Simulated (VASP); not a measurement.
# LiCl (I4mm) in VASP: single point with PBE

Aim: the single point of LiCl with PBE.

All numbers are computed with VASP 6.6.1; they aren't measurements. Logs are shortened: lines on timing, memory, paths and dates and some standing lists are left out, and cuts for length are marked.

### Step 1. The cell of the first run

The structure is tetragonal, space group I4mm (No. 107). The conventional cell has a = 3.627 Å, b = 3.627 Å, c = 5.130 Å, α = 90.00°, β = 90.00°, γ = 90.00°. Li (site symmetry 4mm) has 6 Cl at 2.55 to 2.57 Å within 3.4 Å. Cl (site symmetry 4mm) has 6 Li at 2.55 to 2.57 Å within 3.4 Å.

### Step 2. Single point, PBE

INCAR reads:

```
PREC = Accurate ; ENCUT = 750
EDIFF = 1E-6 ; ISMEAR = 0
SIGMA = 0.01 ; LREAL = False
LASPH = True ; NELM = 120
ALGO = Normal ; ISIF = 2
LWAVE = False ; LCHARG = True
GGA = PE ; LELF = True
LVHAR = True ; NBANDS = 12
GGA_COMPAT = False
```

KPOINTS reads:

```
Automatic mesh
0
Gamma
  6 6 6
```

POSCAR reads:

```
LiCl
1.0
    0.0000000000      2.5647700000      2.5647700000
    2.5647700000      0.0000000000      2.5647700000
    2.5647700000      2.5647700000      0.0000000000
Li Cl
1 1
Direct
    0.0019494925     -0.0019494925      0.0019494925
    0.5000000000      0.5000000000      0.5000000000
```

Potentials or basis: VASP PAW PBE potentials, release 64 (Li_sv, Cl).

Command:

```sh
> cat potpaw_PBE.64/Li_sv/POTCAR potpaw_PBE.64/Cl/POTCAR > POTCAR
> mpirun -np 1 vasp_std > vasp.out
```

OUTCAR:

```text
PREC = Accurate
   ENCUT = 750
   EDIFF = 1E-6
   ISMEAR = 0
   LREAL = False
   LASPH = True
   NELM = 120
   ISIF = 2
   GGA = PE

 ion  position               nearest neighbor table
   1  0.002  0.998  0.002-   2 2.55   2 2.56   2 2.56   2 2.56   2 2.56   2 2.57
   2  0.500  0.500  0.500-   1 2.55   1 2.56   1 2.56   1 2.56   1 2.56   1 2.57

  LATTYP: Found a face centered cubic cell.
 ALAT       =     5.1295400000

  Lattice vectors:

 A1 = (   0.0000000000,   2.5647700000,   2.5647700000)
 A2 = (   2.5647700000,   0.0000000000,   2.5647700000)
 A3 = (   2.5647700000,   2.5647700000,   0.0000000000)

Analysis of symmetry for initial positions (statically):
=====================================================================
 Subroutine PRICEL returns:
 Original cell was already a primitive cell.

 Routine SETGRP: Setting up the symmetry group for a
 face centered cubic supercell.

 Subroutine GETGRP returns: Found  8 space group operations
 (whereof  8 operations were pure point group operations)
 out of a pool of 48 trial point group operations.

The static configuration has the point symmetry C_4v.

Analysis of symmetry for dynamics (positions and initial velocities):
=====================================================================
 Subroutine PRICEL returns:
 Original cell was already a primitive cell.

 Routine SETGRP: Setting up the symmetry group for a
 face centered cubic supercell.

 Subroutine GETGRP returns: Found  8 space group operations
 (whereof  8 operations were pure point group operations)
 out of a pool of 48 trial point group operations.

The dynamic configuration has the point symmetry C_4v.

 Subroutine INISYM returns: Found  8 space group operations
 (whereof  8 operations are pure point group operations),
 and found     1 'primitive' translations

----------------------------------------------------------------------------------------

                                     Primitive cell

  volume of cell :      33.7423

  direct lattice vectors                    reciprocal lattice vectors
     0.000000000  2.564770000  2.564770000    -0.194949255  0.194949255  0.194949255
     2.564770000  0.000000000  2.564770000     0.194949255 -0.194949255  0.194949255
     2.564770000  2.564770000  0.000000000     0.194949255  0.194949255 -0.194949255

  length of vectors
     3.627132518  3.627132518  3.627132518     0.337662014  0.337662014  0.337662014

  position of ions in fractional coordinates (direct lattice)
     0.001949493  0.998050507  0.001949493
     0.500000000  0.500000000  0.500000000

  ion indices of the primitive-cell ions
   primitive index   ion index
                 1           1
                 2           2

----------------------------------------------------------------------------------------

 KPOINTS: Automatic mesh

Automatic generation of k-mesh.
 Grid dimensions read from file:
 generate k-points for:    6    6    6

 Generating k-lattice:

  Cartesian coordinates                     Fractional coordinates (reciprocal lattice)
    -0.032491542  0.032491542  0.032491542     0.166666667  0.000000000  0.000000000
     0.032491542 -0.032491542  0.032491542     0.000000000  0.166666667  0.000000000
     0.032491542  0.032491542 -0.032491542     0.000000000  0.000000000  0.166666667

  Length of vectors
     0.056277002  0.056277002  0.056277002

  Shift w.r.t. Gamma in fractional coordinates (k-lattice)
     0.000000000  0.000000000  0.000000000

 Subroutine IBZKPT returns following result:
 ===========================================

 Found     30 irreducible k-points:

 Following reciprocal coordinates:
            Coordinates               Weight
  0.000000  0.000000  0.000000      1.000000
  0.166667  0.000000  0.000000      8.000000
  0.333333  0.000000  0.000000      8.000000
  0.500000  0.000000  0.000000      4.000000
  0.166667  0.166667  0.000000      4.000000
  0.166667  0.000000  0.166667      2.000000
[... 16 lines left out ...]
  0.500000  0.333333  0.166667      8.000000
  0.166667  0.500000  0.333333      8.000000
 [... further k-points ...]
   k-points           NKPTS =     30   k-points in BZ     NKDIM =     30   number of bands    NBANDS=     12
   number of dos      NEDOS =    301   number of ions     NIONS =      2
   total plane-waves  NPLWV =  32768
   dimension x,y,z NGX =    32 NGY =   32 NGZ =   32
   dimension x,y,z NGXF=    64 NGYF=   64 NGZF=   64
   ions per type =               1   1
   NGX,Y,Z   is equivalent  to a cutoff of  14.67, 14.67, 14.67 a.u.
   NGXF,Y,Z  is equivalent  to a cutoff of  29.33, 29.33, 29.33 a.u.
 SYSTEM =  unknown system
   PREC   = accura    normal or accurate (medium, high low for compatibility)
   ISTART =      0    job   : 0-new  1-cont  2-samecut
   ICHARG =      2    charge: 1-file 2-atom 10-const
   ISPIN  =      1    spin polarized calculation?
   LNONCOLLINEAR =      F non collinear calculations
   LSORBIT =      F    spin-orbit coupling
   LASPH  =      T    aspherical Exc in radial PAW
   ENCUT  =  750.0 eV  55.12 Ry    7.42 a.u.   8.10  8.10  8.10*2*pi/ulx,y,z
   NELM   =    120;   NELMIN=  2; NELMDL= -5     # of ELM steps
   EDIFF  = 0.1E-05   stopping-criterion for ELM
   LREAL  =      F    real-space projection
   EDIFFG = 0.1E-04   stopping-criterion for IOM
   NSW    =      0    number of steps for IOM
   IBRION =     -1    ionic relax: 0-MD 1-quasi-New 2-CG
   NFREE  =      0    steps in history (QN), initial steepest desc. (CG)
   ISIF   =      2    stress and relaxation
   ISYM   =      2    0-nonsym 1-usesym 2-fastsym
   POTIM  = 0.5000    time-step for ionic-motion
   TEBEG  =    0.0;   TEEND  =   0.0 temperature during run
   PSTRESS=    0.0 pullay stress
   NELECT =      10.0000    total number of electrons
   NUPDOWN=      -1.0000    fix difference up-down
   EMIN   =  10.00;   EMAX   =-10.00  energy-range for DOS
   EFERMI =   0.00;   METHOD = LEGACY
   ISMEAR =     0;   SIGMA  =   0.01  broadening in eV -4-tet -1-fermi 0-gaus
   EFERMI_NEDOS =   21; number of points for ismear=-14 and -15
   IALGO  =     38    algorithm
   IMIX   =      4    mixing-type and parameters
     AMIX     =   0.40;   BMIX     =  1.00
     AMIX_MAG =   1.60;   BMIX_MAG =  1.00
  volume/ion in A,a.u.               =      16.87       113.85
  Fermi-wavevector in a.u.,A,eV,Ry     =   1.091482  2.062601 16.209056  1.191332
  Thomas-Fermi vector in A             =   2.227728
   LORBIT       =      0    0 simple, 1 ext, 2 COOP (PROOUT), +10 PAW based schemes
   GGA     = PE    functional components
   LHFCALC =     F    Hartree Fock is set to
   AEXX    =    0.0000 exact exchange contribution
   IVDW    =     0    specifies the selected vdW correction
   LEPSILON=     F    determine dielectric tensor
   LRPA    =     F    only Hartree local field effects (RPA)
 non-spin polarized calculation
 Gauss-broadening in eV      SIGMA  =   0.01
  energy-cutoff  :      750.00
  volume of cell :       33.74
 maximum number of plane-waves:      1591
   NGX = 17   NGY = 17   NGZ = 17

 number of electron      10.0000001 magnetization

 Free energy of the ion-electron system (eV)
  ---------------------------------------------------
  ext. energy  EPLUGINS =         0.00000000
  ---------------------------------------------------
  free energy    TOTEN  =        -7.38321380 eV

  energy without entropy =       -7.38321380  energy(sigma->0) =       -7.38321380

 E-fermi :   0.6901     XC(G=0):  -8.7305

 val. band max:        0.5785243434   @ k =   0.0000   0.0000   0.0000
 cond. band min:       6.9121758658   @ k =   0.0000   0.0000   0.0000
 fundamental gap:      6.3336515224
 Fermi energy:         0.6901173409

 k-point     1 :       0.0000    0.0000    0.0000
  band No.  band energies     occupation
      1     -42.9355      2.00000
      2     -12.8185      2.00000
      3       0.5784      2.00000
      4       0.5785      2.00000
      5       0.5785      2.00000
      6       6.9122      0.00000
      7      12.5169      0.00000
      8      12.5169      0.00000
      9      12.5175      0.00000
     10      15.0967      0.00000
     11      15.1097      0.00000
     12      15.1147      0.00000

 k-point     2 :       0.1667    0.0000    0.0000
  band No.  band energies     occupation
      1     -42.9348      2.00000
      2     -12.6881      2.00000
      3      -0.2809      2.00000
      4       0.5092      2.00000
      5       0.5093      2.00000
      6       7.6009      0.00000
      7      11.4928      0.00000
      8      12.0831      0.00000
      9      12.0836      0.00000
     10      13.7733      0.00000
     11      13.7735      0.00000
     12      15.7535      0.00000

 k-point     3 :       0.3333    0.0000    0.0000
  band No.  band energies     occupation
      1     -42.9335      2.00000
      2     -12.4044      2.00000
      3      -1.6427      2.00000
      4       0.3816      2.00000
      5       0.3817      2.00000
      6       7.6427      0.00000
      7      10.6215      0.00000
      8      10.6217      0.00000
      9      12.2940      0.00000
     10      15.6620      0.00000
     11      15.6622      0.00000
     12      16.5611      0.00000

 k-point     4 :       0.5000    0.0000    0.0000
  band No.  band energies     occupation
      1     -42.9328      2.00000
      2     -12.2488      2.00000
      3      -2.2348      2.00000
      4       0.3226      2.00000
      5       0.3227      2.00000
      6       7.3388      0.00000
      7      10.0801      0.00000
      8      10.0802      0.00000
      9      13.5478      0.00000
     10      17.4742      0.00000
     11      17.7157      0.00000
     12      17.7172      0.00000

 k-point     5 :       0.1667    0.1667    0.0000
  band No.  band energies     occupation
      1     -42.9346      2.00000
      2     -12.6420      2.00000
      3      -0.2081      2.00000
      4       0.2729      2.00000
      5       0.2730      2.00000
      6       8.1066      0.00000
      7      11.0383      0.00000
      8      11.2958      0.00000
      9      12.7094      0.00000
     10      12.7095      0.00000
     11      15.6589      0.00000
     12      16.6811      0.00000
[... 228 lines left out ...]
      1     -42.9320      2.00000
      2     -12.0043      2.00000
      3      -2.3130      2.00000
      4      -0.5218      2.00000
      5      -0.5217      2.00000
      6       8.4523      0.00000
      7       8.8720      0.00000
      8      13.0185      0.00000
      9      14.6983      0.00000
     10      14.6986      0.00000
     11      17.6015      0.00000
     12      19.1878      0.00000

 k-point    22 :       0.5000    0.0000    0.5000
  band No.  band energies     occupation
      1     -42.9320      2.00000
      2     -12.0043      2.00000
      3      -2.3130      2.00000
      4      -0.5217      2.00000
      5      -0.5217      2.00000
      6       8.4523      0.00000
      7       8.8723      0.00000
      8      13.0190      0.00000
      9      14.6980      0.00000
     10      14.6980      0.00000
     11      17.6016      0.00000
     12      19.1878      0.00000

 k-point    23 :       0.5000    0.3333    0.1667
  band No.  band energies     occupation
      1     -42.9326      2.00000
      2     -12.1881      2.00000
      3      -1.6546      2.00000
      4      -0.7798      2.00000
      5      -0.0453      2.00000
      6       9.6014      0.00000
      7       9.9493      0.00000
      8      10.2648      0.00000
      9      12.4288      0.00000
     10      14.6108      0.00000
     11      18.3623      0.00000
     12      18.8799      0.00000

 k-point    24 :       0.1667    0.5000    0.3333
  band No.  band energies     occupation
      1     -42.9326      2.00000
      2     -12.1881      2.00000
      3      -1.6546      2.00000
      4      -0.7799      2.00000
      5      -0.0453      2.00000
      6       9.6018      0.00000
      7       9.9487      0.00000
      8      10.2653      0.00000
      9      12.4285      0.00000
     10      14.6108      0.00000
     11      18.3623      0.00000
     12      18.8766      0.00000

 [... further k-points ...]

------------------------ aborting loop because EDIFF is reached ----------------------------------------

  FORCE on cell =-STRESS in cart. coord.  units (eV):
  Direction    XX          YY          ZZ          XY          YZ          ZX
  --------------------------------------------------------------------------------------
  -------------------------------------------------------------------------------------
  Total        0.0662872      0.0671360      0.0662872      0.0000000      0.0000000     -0.0000000
  in kB        3.1474959      3.1877970      3.1474959      0.0000000      0.0000000     -0.0000000
  external PRESSURE =       3.1609296 kB  Pullay stress =       0.0000000 kB

 VOLUME and BASIS-vectors are now :
 -----------------------------------------------------------------------------
  energy-cutoff  :      750.00
  volume of cell :       33.74
      direct lattice vectors                 reciprocal lattice vectors
     0.000000000  2.564770000  2.564770000    -0.194949255  0.194949255  0.194949255
     2.564770000  0.000000000  2.564770000     0.194949255 -0.194949255  0.194949255
     2.564770000  2.564770000  0.000000000     0.194949255  0.194949255 -0.194949255

 POSITION                                       TOTAL-FORCE (eV/Angst)
 -----------------------------------------------------------------------------------
      2.56477      0.01000      2.56477         0.000000     -0.006644      0.000000
      2.56477      2.56477      2.56477         0.000000      0.006644      0.000000
 -----------------------------------------------------------------------------------
    total drift:                               -0.000000     -0.000210     -0.000000

  FREE ENERGIE OF THE ION-ELECTRON SYSTEM (eV)
  ---------------------------------------------------
  free  energy   TOTEN  =        -7.3832138005 eV

  energy  without entropy=       -7.3832138005  energy(sigma->0) =       -7.38321380
```

Wall time 30 s (1 thread of Intel Xeon 8259CL, shared host); peak memory 0.14 GiB.

What came out:

```
Free energy            : -7.3832 eV
Pressure               : 0.3 GPa
Largest force          : 0.007 eV/Å
Band gap on the k mesh : 6.33 eV
```

Forces in eV/Å, atoms in the order of the input:
```
Li   0.000 -0.007  0.000
Cl   0.000  0.007  0.000
```

A k mesh can miss the band edges.
